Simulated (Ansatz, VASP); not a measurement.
Two plane-wave programs on Mo

File INCAR:

```
PREC = Accurate ; ENCUT = 520
EDIFF = 1E-7 ; ISMEAR = -1
SIGMA = 0.1 ; LREAL = F
LASPH = T ; NELM = 80
ALGO = Normal ; ISIF = 2
LWAVE = F ; LCHARG = T
GGA = PS ; LELF = T
LVHAR = T ; NBANDS = 21
```

The input KPOINTS:

```
regular mesh
0
Gamma
  15 15 8
```

Contents of POSCAR:

```
Mo
1.0
    2.8052353708      0.0000000000      0.0000000000
   -1.4026176854      2.4294050947      0.0000000000
    0.0000000000      0.0000000000      4.9482414018
Mo
2
Direct
    0.3333333333      0.6666666667      0.2500000000
    0.6666666667      0.3333333333      0.7500000000
```

Input for Ansatz:

```yaml
crystal:
  lattice:
    - [2.8052353708, 0.0, 0.0]
    - [-1.4026176854, 2.4294050947, 0.0]
    - [0.0, 0.0, 4.9482414018]
  atoms:
    - { symbol: Mo, position: [0.3333333333, 0.6666666667, 0.25] }
    - { symbol: Mo, position: [0.6666666667, 0.3333333333, 0.75] }
hamiltonian:
  xc: pbesol
  pseudopotentials:
    kind: paw
    azcp:
      Mo: "pseudopotentials/Mo.paw.azcp"
basis:
  ecutwfc: 420
  fft_grid_basis: typed
kpoints:
  mp_grid: { grid: [15, 15, 8], shift: [0, 0, 0] }
magnetization:
  spin_polarized: false
scf:
  occupations: { method: fermi_dirac, width: 0.1 }
  lower_state_search: "off"
output:
  stress: true
  write_density: true
  write_potential: true
  elf: true
  volumetric_format: npy
```

Alike in both runs: task single point; functional PBEsol; k mesh 15 × 15 × 8; occupations fermi-dirac, width 0.1 eV; no spin polarisation.

|  | VASP | Ansatz |
| --- | --- | --- |
| version | VASP 6.6.1 | Ansatz 0.2.0 |
| potentials or method | VASP PAW PBE potentials, release 64 (Mo_sv), cutoff 520 eV | plane waves (420 eV) with PAW, scalar-relativistic |
| valence electrons in the cell | 28 | 28 |

```csv
,VASP,Ansatz,Ansatz less VASP
pressure (GPa),-16.5,-16.9,-0.34
"traceless stress, the component that is largest in VASP (GPa)",1.90,1.97,+0.067
```

VASP's potentials were made for PBE, not for PBEsol, and Ansatz warns of the same on its side.
